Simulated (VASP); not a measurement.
# ZnO (P6_3mc) in VASP: a series of runs, part 2 of 2

VASP 6.6.1. The steps go on from the part before.

### 4 Relaxation of cell and atoms, PBE

This run uses another cell than the first one, of 12.33 Å³/atom.

INCAR reads:

```
SYSTEM = ZnO
PREC     = Accurate       ! precision mode
ENCUT    = 600            ! plane-wave cutoff, eV
EDIFF    = 1E-6           ! SCF threshold, eV
ISMEAR   = 0              ! smearing method
SIGMA    = 0.01           ! smearing width, eV
LREAL    = .False.        ! projectors in reciprocal space
LASPH    = .True.         ! aspherical terms in the spheres
NELM     = 100            ! most SCF steps
ALGO     = Normal         ! electronic algorithm
ISIF     = 3              ! what is computed and relaxed
LWAVE    = .False.        ! write WAVECAR
LCHARG   = .False.        ! write CHGCAR
GGA      = PE             ! functional
IBRION   = 2              ! ionic algorithm
NSW      = 80             ! ionic steps
EDIFFG   = -0.001         ! ionic threshold
```

KPOINTS reads:

```
Automatic mesh
0
Gamma
  9 9 6
  0 0 0
```

POSCAR reads:

```
ZnO
1.0
    3.2796453204      0.0000000000      0.0000000000
   -1.6398226602      2.8402561629      0.0000000000
    0.0000000000      0.0000000000      5.2931535335
Zn O
2 2
Direct
    0.3333333333      0.6666666667      0.8104565264
    0.6666666667      0.3333333333      0.3104565264
    0.6666666667      0.3333333333      0.6895524379
    0.3333333333      0.6666666667      0.1895524379
```

Potentials or basis: VASP PAW PBE potentials, release 64 (Zn, O).

Run with:

```bash
$ cat potpaw_PBE.64/Zn/POTCAR potpaw_PBE.64/O/POTCAR > POTCAR
$ mpirun -np 1 vasp_std > vasp.out
```

OUTCAR:

```text
SYSTEM = ZnO
   PREC = Accurate
   ENCUT = 600
   EDIFF = 1E-6
   ISMEAR = 0
   LREAL = .False.
   LASPH = .True.
   NELM = 100
   ISIF = 3
   GGA = PE
   IBRION = 2
   NSW = 80
   EDIFFG = -0.001

 ion  position               nearest neighbor table
   1  0.333  0.667  0.810-   3 2.00   3 2.00   3 2.00   4 2.01
   2  0.667  0.333  0.310-   4 2.00   4 2.00   4 2.00   3 2.01
   3  0.667  0.333  0.690-   1 2.00   1 2.00   1 2.00   2 2.01
   4  0.333  0.667  0.190-   2 2.00   2 2.00   2 2.00   1 2.01

  LATTYP: Found a hexagonal cell.
 ALAT       =     3.2796453204
 C/A-ratio  =     1.6139408431

  Lattice vectors:

 A1 = (   3.2796453204,   0.0000000000,   0.0000000000)
[... 341 lines left out ...]
  ext. energy  EPLUGINS =         0.00000000
  ---------------------------------------------------
  free energy    TOTEN  =       -17.86520871 eV

  energy without entropy =      -17.86520871  energy(sigma->0) =      -17.86520871

 E-fermi :   0.9146     XC(G=0): -10.6986

 val. band max:        0.8500527130   @ k =   0.0000   0.0000   0.0000
 cond. band min:       1.5710488830   @ k =   0.0000   0.0000   0.0000
 fundamental gap:      0.7209961701
 Fermi energy:         0.9145626180

 k-point     1 :       0.0000    0.0000    0.0000
  band No.  band energies     occupation
      1     -16.9293      2.00000
      2     -16.2694      2.00000
      3      -4.6644      2.00000
      4      -4.6644      2.00000
      5      -4.6255      2.00000
      6      -4.4948      2.00000
[... 589 lines left out ...]
     21       8.5602      0.00000
     22       8.9000      0.00000

 [... further k-points ...]

------------------------ aborting loop because EDIFF is reached ----------------------------------------

  FORCE on cell =-STRESS in cart. coord.  units (eV):
  Direction    XX          YY          ZZ          XY          YZ          ZX
  --------------------------------------------------------------------------------------
  -------------------------------------------------------------------------------------
  Total       -0.0030414     -0.0030414     -0.0028577      0.0000000     -0.0000000     -0.0000000
  in kB       -0.0983380     -0.0983380     -0.0923979      0.0000000     -0.0000000     -0.0000000
  external PRESSURE =      -0.0963580 kB  Pullay stress =       0.0000000 kB
[... 19 lines left out ...]
  FREE ENERGIE OF THE ION-ELECTRON SYSTEM (eV)
  ---------------------------------------------------
  free  energy   TOTEN  =       -17.8652087123 eV

  energy  without entropy=      -17.8652087123  energy(sigma->0) =      -17.86520871

 reached required accuracy - stopping structural energy minimisation
```

Wall time 88 s (1 thread of Intel Xeon Platinum 8488C (Sapphire Rapids), shared host); peak memory 0.21 GiB.

Results:

| Quantity | Value |
| --- | --- |
| Free energy | -17.8652 eV |
| Relaxed volume | 12.39 Å³/atom |
| Relaxed cell | a = 3.285 Å, b = 3.285 Å, c = 5.302 Å, α = 90.00°, β = 90.00°, γ = 120.00° |
| Space group after relaxing (to 0.1 Å) | P6_3mc (No. 186) |
| Energy gained by relaxing | 0.1 meV/atom |
| Ionic steps | 5 |
| Pressure after relaxing | 0.0 GPa |
| Band gap on the k mesh | 0.72 eV |

Step by step:
```
step  energy change (eV)  largest force (eV/Å)  pressure (GPa)  volume (Å³)
   1              0.0000                0.0005            0.74        49.31
   2             -0.0004                0.0003           -0.41        49.72
   3             -0.0006                0.0000            0.01        49.57
   4             -0.0006                0.0000           -0.05        49.58
   5             -0.0006                0.0002           -0.01        49.55
```

Final structure:
```yaml
crystal:
  lattice:
    - [3.28510, 0.00000, 0.00000]
    - [-1.64255, 2.84498, 0.00000]
    - [0.00000, 0.00000, 5.30196]
  atoms:
    - { symbol: Zn, position: [0.33333, 0.66667, 0.81046] }
    - { symbol: Zn, position: [0.66667, 0.33333, 0.31046] }
    - { symbol: O, position: [0.66667, 0.33333, 0.68955] }
    - { symbol: O, position: [0.33333, 0.66667, 0.18955] }
```

### 5 Relaxation of shape and atoms at fixed volume, PBE (12.70 Å³/atom)

This run uses another cell than the first one, of 12.70 Å³/atom.

INCAR reads:

```
SYSTEM = ZnO
PREC = Accurate ; ENCUT = 600
EDIFF = 1E-7 ; ISMEAR = 0
SIGMA = 0.02 ; LREAL = .FALSE.
LASPH = .TRUE. ; NELM = 80
ALGO = Normal ; ISIF = 4
LWAVE = .FALSE. ; LCHARG = .FALSE.
GGA = PE ; IBRION = 2
NSW = 50 ; EDIFFG = -0.01
```

KPOINTS reads:

```
regular mesh
0
G
  9 9 6
  0 0 0
```

POSCAR reads:

```
ZnO
1.0
    3.3121191682      0.0000000000      0.0000000000
   -1.6560595841      2.8683793400      0.0000000000
    0.0000000000      0.0000000000      5.3455644027
Zn O
2 2
Direct
    0.3333333333      0.6666666667      0.8104565264
    0.6666666667      0.3333333333      0.3104565264
    0.6666666667      0.3333333333      0.6895524379
    0.3333333333      0.6666666667      0.1895524379
```

Run with:

```bash
$ cat potpaw_PBE.64/Zn/POTCAR potpaw_PBE.64/O/POTCAR > POTCAR
$ mpirun -np 1 vasp_std > vasp.out
```

Run time: 43 s. Hardware: 1 thread of Intel Xeon Platinum 8488C (Sapphire Rapids), shared host; peak memory 0.22 GiB.

The run converged. Its results:

```yaml
Free_energy: -17.8565 eV
Pressure_after_relaxing: -3.0 GPa
Band_gap_on_the_k_mesh: 0.68 eV
```

Final structure:
```
Zn O
1.0
     3.31212    0.00000    0.00000
    -1.65606    2.86838    0.00000
     0.00000    0.00000    5.34556
Zn O
2 2
Cartesian
  0.0000 1.9123 4.3323
  1.6561 0.9561 1.6596
  1.6561 0.9561 3.6860
  0.0000 1.9123 1.0133
```

Levels at points of the mesh, in eV from the valence-band top:
```csv
k point,band 15,band 16,band 17,band 18,band 19,band 20,band 21,band 22
"(0.00, 0.00, 0.00)",-0.72,-0.07,0.00,0.00,0.68,4.98,7.97,12.58
"(0.00, 0.00, 0.50)",-0.36,-0.36,-0.36,-0.36,3.29,3.29,9.79,9.79
```

Caveat: the relaxation stopped at its first step, so nothing moved.

### 6 Relaxation of shape and atoms at fixed volume, PBE (13.07 Å³/atom)

This run uses another cell than the first one, of 13.07 Å³/atom.

INCAR reads:

```
PREC = Accurate
ENCUT = 600
EDIFF = 1E-6
ISMEAR = 0
SIGMA = 0.02
LREAL = F
LASPH = T
NELM = 80
ALGO = Normal
ISIF = 4
LWAVE = F
LCHARG = F
GGA = PE
IBRION = 2
NSW = 50
EDIFFG = -0.01
```

KPOINTS reads:

```
regular mesh
0
Gamma
  9 9 6
```

POSCAR reads:

```
ZnO
1.0
    3.3439684217      0.0000000000      0.0000000000
   -1.6719842108      2.8959616026      0.0000000000
    0.0000000000      0.0000000000      5.3969672137
Zn O
2 2
Direct
    0.3333333333      0.6666666667      0.8104565264
    0.6666666667      0.3333333333      0.3104565264
    0.6666666667      0.3333333333      0.6895524379
    0.3333333333      0.6666666667      0.1895524379
```

Potentials or basis: VASP PAW PBE potentials, release 64 (Zn, O).

Run with:

```bash
$ cat potpaw_PBE.64/Zn/POTCAR potpaw_PBE.64/O/POTCAR > POTCAR
$ mpirun -np 1 vasp_std > vasp.out
```

Run time: 40 s. Hardware: 1 thread of Intel Xeon Platinum 8488C (Sapphire Rapids), shared host; peak memory 0.22 GiB.

Results (log left out):

| Item | Value |
| --- | --- |
| Free energy | -17.8170 eV |
| Pressure after relaxing | -6.1 GPa |
| Band gap on the k mesh | 0.64 eV |

Final structure:
```yaml
crystal:
  lattice:
    - [3.34397, 0.00000, 0.00000]
    - [-1.67198, 2.89596, 0.00000]
    - [0.00000, 0.00000, 5.39697]
  atoms:
    - { symbol: Zn, position: [0.33333, 0.66667, 0.81046] }
    - { symbol: Zn, position: [0.66667, 0.33333, 0.31046] }
    - { symbol: O, position: [0.66667, 0.33333, 0.68955] }
    - { symbol: O, position: [0.33333, 0.66667, 0.18955] }
```

Levels at points of the mesh, in eV from the valence-band top:
```csv
k point,band 14,band 15,band 16,band 17,band 18,band 19,band 20,band 21,band 22
"(0.00, 0.00, 0.00)",-0.69,-0.69,-0.06,0.00,0.00,0.64,4.87,7.88,12.42
"(0.00, 0.00, 0.50)",-2.19,-0.34,-0.34,-0.34,-0.34,3.22,3.22,9.67,9.67
```

Caveat: the relaxation stopped at its first step, so nothing moved.

### 7 The runs side by side

| task | cell | smearing | gap on the mesh (eV) | pressure (GPa) |
| --- | --- | --- | --- | --- |
| relaxation of shape and atoms at fixed volume | relaxed from a = 3.213, b = 3.213, c = 5.185 Å, angles 90.0, 90.0, 120.0°, 4 atoms | gaussian 0.02 eV | 0.82 | 10.2 |
| relaxation of shape and atoms at fixed volume | relaxed from a = 3.247, b = 3.247, c = 5.240 Å, angles 90.0, 90.0, 120.0°, 4 atoms | gaussian 0.02 eV | 0.77 | 5.1 |
| relaxation of cell and atoms | relaxed from a = 3.280, b = 3.280, c = 5.293 Å, angles 90.0, 90.0, 120.0°, 4 atoms | gaussian 0.01 eV | 0.72 | 0.0 |
| relaxation of shape and atoms at fixed volume | relaxed from a = 3.312, b = 3.312, c = 5.346 Å, angles 90.0, 90.0, 120.0°, 4 atoms | gaussian 0.02 eV | 0.68 | -3.0 |
| relaxation of shape and atoms at fixed volume | relaxed from a = 3.344, b = 3.344, c = 5.397 Å, angles 90.0, 90.0, 120.0°, 4 atoms | gaussian 0.02 eV | 0.64 | -6.1 |

Alike in all rows: level PBE; potentials or basis VASP PAW PBE potentials, release 64 (Zn, O); no spin polarisation; k mesh 9 × 9 × 6; cutoff (eV) 600.

Caveats: the relaxation stopped at its first step, so nothing moved (at least some runs).

Total energies depend on the potentials used, so only differences within one code and one set of settings carry meaning.
